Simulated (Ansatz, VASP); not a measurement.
**One calculation of Hf, two programs**

INCAR

```
SYSTEM = Hf
PREC = Accurate ; ENCUT = 600
EDIFF = 1E-7 ; ISMEAR = -1
SIGMA = 0.1 ; LREAL = .FALSE.
LASPH = .TRUE. ; NELM = 100
ALGO = Normal ; ISIF = 3
LWAVE = .FALSE. ; LCHARG = .FALSE.
GGA = PS ; IBRION = 2
NSW = 80 ; EDIFFG = -0.01
```

Contents of KPOINTS:

```
Automatic mesh
0
G
  5 5 5
  0 0 0
```

POSCAR

```
Hf
1.0
    5.6361846402      0.0000000000      0.0000000000
    0.0000000000      5.6361846402      0.0000000000
    0.0000000000      0.0000000000      5.6361846402
Hf
8
Direct
    0.0000000000      0.0000000000      0.0000000000
    0.5000000000      0.5000000000      0.5000000000
    0.2500000000      0.0000000000      0.5000000000
    0.7500000000      0.0000000000      0.5000000000
    0.5000000000      0.2500000000      0.0000000000
    0.5000000000      0.7500000000      0.0000000000
    0.0000000000      0.5000000000      0.2500000000
    0.0000000000      0.5000000000      0.7500000000
```

Input for Ansatz:

```yaml
crystal:
  lattice:
    - [5.6361846402, 0.0, 0.0]
    - [0.0, 5.6361846402, 0.0]
    - [0.0, 0.0, 5.6361846402]
  atoms:
    - { symbol: Hf, position: [0.0, 0.0, 0.0] }
    - { symbol: Hf, position: [0.5, 0.5, 0.5] }
    - { symbol: Hf, position: [0.25, 0.0, 0.5] }
    - { symbol: Hf, position: [0.75, 0.0, 0.5] }
    - { symbol: Hf, position: [0.5, 0.25, 0.0] }
    - { symbol: Hf, position: [0.5, 0.75, 0.0] }
    - { symbol: Hf, position: [0.0, 0.5, 0.25] }
    - { symbol: Hf, position: [0.0, 0.5, 0.75] }
hamiltonian:
  xc: pbesol
  pseudopotentials:
    kind: paw
    azcp:
      Hf: "pseudopotentials/Hf.paw.azcp"
basis:
  ecutwfc: 420
  fft_grid_basis: typed
kpoints:
  mp_grid: { grid: [5, 5, 5], shift: [0, 0, 0] }
magnetization:
  spin_polarized: false
scf:
  occupations: { method: fermi_dirac, width: 0.1 }
relax:
  max_steps: 60
  f_tol: 0.01
  cell: {}
```

Alike in both runs: task relaxation of cell and atoms; functional PBEsol; k mesh 5 × 5 × 5; occupations fermi-dirac, width 0.1 eV; no spin polarisation.

|  | VASP | Ansatz |
| --- | --- | --- |
| version | VASP 6.6.1 | Ansatz 0.2.0 |
| potentials or method | VASP PAW PBE potentials, release 64 (Hf_pv), cutoff 600 eV | plane waves (420 eV) with PAW, scalar-relativistic |
| valence electrons in the cell | 80 | 208 |

```csv
,VASP,Ansatz,Ansatz less VASP
relaxed volume (Å³/atom),21.47,21.53,+0.060
relaxed cell length with the largest relative difference (Å),5.559,5.564,+0.0051
```

VASP's potentials were made for PBE, not for PBEsol, and Ansatz warns of the same on its side. VASP's potentials hold 80 valence electrons a cell and Ansatz's 208, so a difference there can come from the potentials and not from the codes.

Spin-orbit coupling is off throughout.
